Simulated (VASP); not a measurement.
# Au (Fm-3m) in VASP: a series of runs

The runs below take Au through single point, with r2SCAN.

Everything below comes from runs of VASP 6.6.1. Logs are shortened: lines on timing, memory, paths and dates and some standing lists are left out, and cuts for length are marked.

## 1. The cell of the first run

The structure is cubic, space group Fm-3m (No. 225). Conventional cell: a = 4.171 Å, b = 4.171 Å, c = 4.171 Å, α = 90.00°, β = 90.00°, γ = 90.00°. Au (site symmetry m-3m) has 12 Au at 2.95 Å within 3.9 Å.

## 2. Single point, r2SCAN

Contents of POSCAR:

```
Au
1.0
    0.0000000000      2.0856442700      2.0856442700
    2.0856442700      0.0000000000      2.0856442700
    2.0856442700      2.0856442700      0.0000000000
Au
1
Direct
    0.0000000000      0.0000000000      0.0000000000
```

Contents of INCAR.step1:

```
SYSTEM = Au
PREC = Accurate ; ENCUT = 520
ISMEAR = 0 ; SIGMA = 0.1
LREAL = .FALSE. ; LASPH = .TRUE.
NELM = 100 ; NBANDS = 12
GGA = PE ; ALGO = Normal
EDIFF = 1E-4 ; LWAVE = .TRUE.
LCHARG = .FALSE.
```

Contents of INCAR.step2:

```
SYSTEM = Au
PREC = Accurate ; ENCUT = 520
EDIFF = 1E-6 ; ISMEAR = 0
SIGMA = 0.1 ; LREAL = .FALSE.
LASPH = .TRUE. ; NELM = 100
ALGO = Normal ; ISIF = 2
LWAVE = .FALSE. ; LCHARG = .TRUE.
METAGGA = R2SCAN ; LMIXTAU = .TRUE.
LELF = .TRUE. ; LVHAR = .TRUE.
NBANDS = 12 ; ISTART = 1
```

Contents of KPOINTS:

```
regular mesh
0
G
  8 8 8
  0 0 0
```

Potentials or basis: VASP PAW PBE potentials, release 64 (Au).

The run is started by

```console
cat potpaw_PBE.64/Au/POTCAR > POTCAR
cp INCAR.step1 INCAR
mpirun -np 1 vasp_std > vasp.out
cp INCAR.step2 INCAR
mpirun -np 1 vasp_std > vasp.out
```

OUTCAR:

```text
SYSTEM = Au
   PREC = Accurate
   ENCUT = 520
   EDIFF = 1E-6
   ISMEAR = 0
   LREAL = .FALSE.
   LASPH = .TRUE.
   NELM = 100
   ISIF = 2
   METAGGA = R2SCAN
   ISTART = 1

 ion  position               nearest neighbor table
   1  0.000  0.000  0.000-

  LATTYP: Found a face centered cubic cell.
 ALAT       =     4.1712885400

  Lattice vectors:

 A1 = (   0.0000000000,   2.0856442700,   2.0856442700)
 A2 = (   2.0856442700,   0.0000000000,   2.0856442700)
 A3 = (   2.0856442700,   2.0856442700,   0.0000000000)

Analysis of symmetry for initial positions (statically):
=====================================================================
 Subroutine PRICEL returns:
 Original cell was already a primitive cell.

 Routine SETGRP: Setting up the symmetry group for a
 face centered cubic supercell.

 Subroutine GETGRP returns: Found 48 space group operations
 (whereof 48 operations were pure point group operations)
 out of a pool of 48 trial point group operations.

The static configuration has the point symmetry O_h .

Analysis of symmetry for dynamics (positions and initial velocities):
=====================================================================
 Subroutine PRICEL returns:
 Original cell was already a primitive cell.

 Routine SETGRP: Setting up the symmetry group for a
 face centered cubic supercell.

 Subroutine GETGRP returns: Found 48 space group operations
 (whereof 48 operations were pure point group operations)
 out of a pool of 48 trial point group operations.

The dynamic configuration has the point symmetry O_h .

 Subroutine INISYM returns: Found 48 space group operations
 (whereof 48 operations are pure point group operations),
 and found     1 'primitive' translations

----------------------------------------------------------------------------------------

                                     Primitive cell

  volume of cell :      18.1447

  direct lattice vectors                    reciprocal lattice vectors
     0.000000000  2.085644270  2.085644270    -0.239734075  0.239734075  0.239734075
     2.085644270  0.000000000  2.085644270     0.239734075 -0.239734075  0.239734075
     2.085644270  2.085644270  0.000000000     0.239734075  0.239734075 -0.239734075

  length of vectors
     2.949546413  2.949546413  2.949546413     0.415231598  0.415231598  0.415231598

  position of ions in fractional coordinates (direct lattice)
     0.000000000  0.000000000  0.000000000

  ion indices of the primitive-cell ions
   primitive index   ion index
[... 75 lines left out ...]
   EDIFFG = 0.1E-04   stopping-criterion for IOM
   NSW    =      0    number of steps for IOM
   IBRION =     -1    ionic relax: 0-MD 1-quasi-New 2-CG
   NFREE  =      0    steps in history (QN), initial steepest desc. (CG)
   ISIF   =      2    stress and relaxation
   ISYM   =      2    0-nonsym 1-usesym 2-fastsym
   POTIM  = 0.5000    time-step for ionic-motion
   TEBEG  =    0.0;   TEEND  =   0.0 temperature during run
   PSTRESS=    0.0 pullay stress
   NELECT =      11.0000    total number of electrons
   NUPDOWN=      -1.0000    fix difference up-down
   EMIN   =  10.00;   EMAX   =-10.00  energy-range for DOS
   EFERMI =   0.00;   METHOD = LEGACY
   ISMEAR =     0;   SIGMA  =   0.10  broadening in eV -4-tet -1-fermi 0-gaus
   EFERMI_NEDOS =   21; number of points for ismear=-14 and -15
   IALGO  =     38    algorithm
   IMIX   =      4    mixing-type and parameters
     AMIX     =   0.40;   BMIX     =  1.00
     AMIX_MAG =   1.60;   BMIX_MAG =  1.00
  volume/ion in A,a.u.               =      18.14       122.45
  Fermi-wavevector in a.u.,A,eV,Ry     =   1.385550  2.618310 26.119763  1.919748
  Thomas-Fermi vector in A             =   2.509949
   LORBIT       =      0    0 simple, 1 ext, 2 COOP (PROOUT), +10 PAW based schemes
   METAGGA = R2SCAN    functional components
   LHFCALC =     F    Hartree Fock is set to
   AEXX    =    0.0000 exact exchange contribution
   IVDW    =     0    specifies the selected vdW correction
   LEPSILON=     F    determine dielectric tensor
   LRPA    =     F    only Hartree local field effects (RPA)
 non-spin polarized calculation
 Gauss-broadening in eV      SIGMA  =   0.10
  energy-cutoff  :      520.00
  volume of cell :       18.14
 maximum number of plane-waves:       531
 NGX is ok and might be reduce to    24
   NGX = 11   NGY = 11   NGZ = 11

 number of electron      11.0000001 magnetization

 Free energy of the ion-electron system (eV)
  ---------------------------------------------------
  ext. energy  EPLUGINS =         0.00000000
  ---------------------------------------------------
  free energy    TOTEN  =       -50.55464338 eV

  energy without entropy =      -50.55159411  energy(sigma->0) =      -50.55311875

 E-fermi :   8.1913     XC(G=0): -13.1824

 val. band max:        8.1167646752   @ k =   0.5000   0.2500   0.1250
 cond. band min:       8.4271175867   @ k =   0.5000   0.3750   0.1250
 fundamental gap:      0.3103529115
 Fermi energy:         8.1912820991

 k-point     1 :       0.0000    0.0000    0.0000
  band No.  band energies     occupation
      1      -1.0957      2.00000
      2       3.7080      2.00000
      3       3.7080      2.00000
      4       3.7080      2.00000
      5       5.0786      2.00000
      6       5.0786      2.00000
      7      23.7112      0.00000
      8      27.4036      0.00000
      9      27.4036      0.00000
     10      27.4036      0.00000
     11      32.4604      0.00000
     12      36.2852      0.00000
[... 331 lines left out ...]
 k-point    24 :      -0.3750    0.2500    0.1250
  band No.  band energies     occupation
      1       2.2636      2.00000
      2       3.1238      2.00000
      3       4.2045      2.00000
      4       4.4807      2.00000
      5       6.0789      2.00000
      6      11.1130      0.00000
      7      11.2312      0.00000
      8      20.5298      0.00000
      9      21.7054      0.00000
     10      26.5167      0.00000
     11      32.5220      0.00000
     12      35.7356      0.00000

 [... further k-points ...]
[... 5 lines left out ...]
  --------------------------------------------------------------------------------------
  -------------------------------------------------------------------------------------
  Total       -0.4375121     -0.4375121     -0.4375121     -0.0000000      0.0000000      0.0000000
  in kB      -38.6322459    -38.6322459    -38.6322459     -0.0000000      0.0000000      0.0000000
  external PRESSURE =     -38.6322459 kB  Pullay stress =       0.0000000 kB

 VOLUME and BASIS-vectors are now :
 -----------------------------------------------------------------------------
  energy-cutoff  :      520.00
  volume of cell :       18.14
      direct lattice vectors                 reciprocal lattice vectors
     0.000000000  2.085644270  2.085644270    -0.239734075  0.239734075  0.239734075
     2.085644270  0.000000000  2.085644270     0.239734075 -0.239734075  0.239734075
     2.085644270  2.085644270  0.000000000     0.239734075  0.239734075 -0.239734075

 POSITION                                       TOTAL-FORCE (eV/Angst)
 -----------------------------------------------------------------------------------
      0.00000      0.00000      0.00000         0.000000      0.000000      0.000000
 -----------------------------------------------------------------------------------
    total drift:                               -0.000000      0.000000     -0.000000

  FREE ENERGIE OF THE ION-ELECTRON SYSTEM (eV)
  ---------------------------------------------------
  free  energy   TOTEN  =       -50.5546433848 eV

  energy  without entropy=      -50.5515941068  energy(sigma->0) =      -50.55311875
```

OSZICAR.step1:

```text
N       E                     dE             d eps       ncg     rms          rms(c)
DAV:   1     0.471318230480E+02    0.47132E+02   -0.53835E+03   736   0.797E+02
DAV:   2    -0.278802610931E+01   -0.49920E+02   -0.47199E+02   816   0.182E+02
DAV:   3    -0.344269120479E+01   -0.65467E+00   -0.65428E+00   848   0.196E+01
DAV:   4    -0.344487754052E+01   -0.21863E-02   -0.21863E-02   828   0.133E+00
DAV:   5    -0.344489431373E+01   -0.16773E-04   -0.16773E-04   852   0.113E-01    0.782E+00
DAV:   6    -0.320458418563E+01    0.24031E+00   -0.68819E-01   772   0.658E+00    0.512E+00
DAV:   7    -0.318964160655E+01    0.14943E-01   -0.52500E-02   808   0.184E+00    0.260E+00
DAV:   8    -0.318788019450E+01    0.17614E-02   -0.11004E-03   760   0.277E-01    0.233E-01
DAV:   9    -0.318786839466E+01    0.11800E-04   -0.64571E-06   456   0.222E-02
   1 F= -.31878684E+01 E0= -.31863228E+01  d E =-.309121E-02
```

It took 31 s on 1 thread of Intel Xeon 8259CL, shared host; peak memory 0.15 GiB.

What came out:

* Free energy: -50.5546 eV
* Pressure: -3.9 GPa
* Band gap on the k mesh: zero (an odd number of electrons rules out a gap without spin polarisation)

Levels at points of the mesh, in eV from the Fermi level:
```
           k point  band 2  band 3  band 4  band 5  band 6  band 7  band 8  band 9  band 10  band 11
(0.00, 0.00, 0.00)   -4.48   -4.48   -4.48   -3.11   -3.11   15.52   19.21   19.21    19.21    24.27
(0.50, 0.00, 0.00)   -4.52   -4.52   -1.99   -1.99   -0.37    2.97   14.98   17.54    17.54    25.09
(0.50, 0.50, 0.00)   -6.38   -2.05   -1.69   -1.69    1.51    5.62   10.45   10.45    17.48    19.86
```

Caveat: the cell stands under tension; the PAW data sets were made with another functional, which shifts forces and pressure a little; spin-orbit coupling is left out, which moves the levels of the heavy elements.

## 3. Single point, r2SCAN

This run uses another cell than the first one, of 17.54 Å³/atom.

Contents of POSCAR:

```
Au
1.0
    0.0000000000      2.0621898414      2.0621898414
    2.0621898414      0.0000000000      2.0621898414
    2.0621898414      2.0621898414      0.0000000000
Au
1
Direct
    0.0000000000      0.0000000000      0.0000000000
```

Contents of INCAR.step1:

```
PREC = Accurate
ENCUT = 520
ISMEAR = 0
SIGMA = 0.1
LREAL = False
LASPH = True
NELM = 100
NBANDS = 12
GGA = PE
ALGO = Normal
EDIFF = 1E-4
LWAVE = True
LCHARG = False
```

Contents of INCAR.step2:

```
PREC = Accurate
ENCUT = 520
EDIFF = 1E-6
ISMEAR = 0
SIGMA = 0.1
LREAL = False
LASPH = True
NELM = 100
ALGO = Normal
ISIF = 2
LWAVE = False
LCHARG = False
METAGGA = R2SCAN
LMIXTAU = True
NBANDS = 12
ISTART = 1
```

Contents of KPOINTS:

```
regular mesh
0
Gamma
  18 18 18
```

Potentials or basis: VASP PAW PBE potentials, release 64 (Au).

The run is started by

```console
cat potpaw_PBE.64/Au/POTCAR > POTCAR
cp INCAR.step1 INCAR
mpirun -np 1 vasp_std > vasp.out
cp INCAR.step2 INCAR
mpirun -np 1 vasp_std > vasp.out
```

OUTCAR:

```text
PREC = Accurate
   ENCUT = 520
   EDIFF = 1E-6
   ISMEAR = 0
   LREAL = False
   LASPH = True
   NELM = 100
   ISIF = 2
   METAGGA = R2SCAN
   ISTART = 1

 ion  position               nearest neighbor table
   1  0.000  0.000  0.000-

  LATTYP: Found a face centered cubic cell.
 ALAT       =     4.1243796828

  Lattice vectors:

 A1 = (   0.0000000000,   2.0621898414,   2.0621898414)
 A2 = (   2.0621898414,   0.0000000000,   2.0621898414)
 A3 = (   2.0621898414,   2.0621898414,   0.0000000000)

Analysis of symmetry for initial positions (statically):
[... 529 lines left out ...]
      4       4.3951      2.00000
      5       5.4418      2.00000
      6       5.9146      2.00000
      7      20.8026      0.00000
      8      25.2180      0.00000
      9      27.9111      0.00000
     10      30.4731      0.00000
     11      30.8183      0.00000
     12      32.4311      0.00000

 [... further k-points ...]
[... 5 lines left out ...]
  --------------------------------------------------------------------------------------
  -------------------------------------------------------------------------------------
  Total        0.0272934      0.0272934      0.0272934      0.0000000      0.0000000     -0.0000000
  in kB        2.4931703      2.4931703      2.4931703      0.0000000      0.0000000     -0.0000000
  external PRESSURE =       2.4931703 kB  Pullay stress =       0.0000000 kB

 VOLUME and BASIS-vectors are now :
 -----------------------------------------------------------------------------
  energy-cutoff  :      520.00
  volume of cell :       17.54
      direct lattice vectors                 reciprocal lattice vectors
     0.000000000  2.062189841  2.062189841    -0.242460704  0.242460704  0.242460704
     2.062189841  0.000000000  2.062189841     0.242460704 -0.242460704  0.242460704
     2.062189841  2.062189841  0.000000000     0.242460704  0.242460704 -0.242460704

 POSITION                                       TOTAL-FORCE (eV/Angst)
 -----------------------------------------------------------------------------------
      0.00000      0.00000      0.00000         0.000000      0.000000      0.000000
 -----------------------------------------------------------------------------------
    total drift:                               -0.000000      0.000000      0.000000

  FREE ENERGIE OF THE ION-ELECTRON SYSTEM (eV)
  ---------------------------------------------------
  free  energy   TOTEN  =       -50.5969988114 eV

  energy  without entropy=      -50.5958443474  energy(sigma->0) =      -50.59642158
```

OUTCAR.step1:

```text
PREC = Accurate
   ENCUT = 520
   ISMEAR = 0
   LREAL = False
   LASPH = True
   NELM = 100
[... 575 lines left out ...]

 POSITION                                       TOTAL-FORCE (eV/Angst)
 -----------------------------------------------------------------------------------
      0.00000      0.00000      0.00000        -0.000000     -0.000000     -0.000000
 -----------------------------------------------------------------------------------
    total drift:                               -0.000000      0.000000     -0.000000

  FREE ENERGIE OF THE ION-ELECTRON SYSTEM (eV)
  ---------------------------------------------------
  free  energy   TOTEN  =        -3.2178869501 eV

  energy  without entropy=       -3.2165819960  energy(sigma->0) =       -3.21723447
```

It took 2.7 min on 1 thread of Intel Xeon 8259CL, shared host; peak memory 0.18 GiB.

Results:

```
Free energy            : -50.5970 eV
Pressure               : 0.2 GPa
Band gap on the k mesh : zero (an odd number of electrons rules out a gap without spin polarisation)
```

Caveat: the PAW data sets were made with another functional, which shifts forces and pressure a little; spin-orbit coupling is left out, which moves the levels of the heavy elements.
